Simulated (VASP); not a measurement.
Input of a VASP 6.6.1 run:

INCAR

```
SYSTEM = InAs
PREC = Accurate
ENCUT = 600
EDIFF = 1E-6
ISMEAR = 0
SIGMA = 0.1
LREAL = .FALSE.
LASPH = .TRUE.
NELM = 100
ALGO = Normal
ISIF = 3
LWAVE = .FALSE.
LCHARG = .FALSE.
GGA = PE
IBRION = 2
NSW = 70
EDIFFG = -0.008
PSTRESS = 600.0
```

File KPOINTS:

```
Automatic mesh
0
G
  14 14 14
  0 0 0
```

The input POSCAR:

```
InAs
1.0
    0.0000000000      2.7223969443      2.7223969443
    2.7223969443      0.0000000000      2.7223969443
    2.7223969443      2.7223969443      0.0000000000
In As
1 1
Direct
    0.7500000000      0.7500000000      0.7500000000
    0.0000000000      0.0000000000      0.0000000000
```

Potentials or basis: VASP PAW PBE potentials, release 64 (In_d, As).

Command:

```bash
$ cat potpaw_PBE.64/In_d/POTCAR potpaw_PBE.64/As/POTCAR > POTCAR
$ mpirun -np 1 vasp_std > vasp.out
```

Problem. Estimate the band gap on the k mesh.

Solution. 0.68 eV (least direct gap 1.58 eV).

Problem. What does it give for the relaxed volume?

Solution. 19.05 Å³/atom.

Step by step:
| step | energy change (eV) | largest force (eV/Å) | pressure (GPa) | volume (Å³) |
| --- | --- | --- | --- | --- |
| 1 | 0.0000 | 0.0000 | 45.81 | 40.35 |
| 2 | 5.1007 | 0.0000 | 143.54 | 30.79 |
| 3 | 0.6640 | 0.0000 | 58.59 | 38.31 |
| 4 | 0.7250 | 0.0000 | 59.77 | 38.14 |
| 5 | 0.7412 | 0.0000 | 60.11 | 38.10 |
| 6 | 0.7183 | 0.0000 | 59.63 | 38.16 |
| 7 | 0.7370 | 0.0000 | 60.03 | 38.11 |

Caveat: the cell is relaxed towards a set pressure, so the run minimises the enthalpy, not the energy; spin-orbit coupling is left out, which moves the levels of the heavy elements. A k mesh can miss the band edges.
